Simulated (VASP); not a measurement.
FeO:

```xyz
4
Lattice="-1.6021 1.6021 2.0834 1.6021 -1.6021 2.0834 3.2042 3.2042 -4.1668" Properties=species:S:1:pos:R:3 pbc="T T T"
Fe    0.0000    0.0000    0.0000
Fe    1.6021    1.6021   -2.0834
O     0.0000    0.0000    2.0834
O     1.6021    1.6021    0.0000
```

Base run:

```yaml
Program: VASP 6.6.1
Functional: PBE
Potentials_or_basis: VASP PAW PBE potentials, release 64 (Fe, O)
Cutoff: 600 eV
k_mesh: 8 × 8 × 8
Occupations: fermi-dirac, width 0.05 eV
Spin: collinear spin, antiferromagnetic start
Starting_moments: "[3.0, -3.0, 0.0, 0.0] μB"
Hubbard_terms: Fe d U = 4.0 eV
```

Its results: band gap on the k mesh 0.96 eV; pressure -0.9 GPa; net moment 0.00 μB per cell; site moments Fe +3.76, -3.76; O +0.08, -0.08 μB.

Task: The run is repeated on the same cell with these changes: spin from collinear spin, antiferromagnetic start to collinear spin, ferromagnetic start; moments at the start from [3.0, -3.0, 0.0, 0.0] to [3.0, 3.0, 0.0, 0.0]. What comes out?

Result: Band gap on the k mesh zero (filled and empty bands overlap); pressure -8.6 GPa; net moment 8.01 μB per cell; site moments Fe +3.81; O +0.20 μB.

Caveats: the stress differs along the axes, from -12 to -2 GPa (at least some runs); the run started ferromagnetic, and an antiferromagnetic order may lie lower in energy (at least some runs).

A k mesh can miss the band edges.
